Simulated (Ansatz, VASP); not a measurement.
**P in VASP and in Ansatz**

```
P
1.0
     3.29816    0.00000    0.00000
    -1.64908    2.85629    0.00000
     0.00000    0.00000    3.21671
P
2
Direct
  0.66667 0.33333 0.25000
  0.33333 0.66667 0.75000
```

Alike in both runs: functional PBE; k mesh 12 × 12 × 14; occupations gaussian, width 0.1 eV; no spin polarisation.

Ansatz relaxed the structure, and its values are those at the end. VASP's run is a single point on that final structure, the one shown.

```csv
,VASP,Ansatz
version,VASP 6.6.1,Ansatz 0.2.0
potentials or method,"VASP PAW PBE potentials, release 64 (P), cutoff 520 eV","scalar-relativistic, plane waves, PAW"
valence electrons in the cell,10,10
```

|  | VASP | Ansatz | Ansatz less VASP |
| --- | --- | --- | --- |
| gap on the k mesh at the Fermi level (eV) | none | none | - |
| pressure (GPa) | -0.2 | 0.0 | +0.22 |

A gap of «none» marks a metal or a gap that the smearing closes. The functional is the same, so the differences come from potentials, cutoffs and numerics.
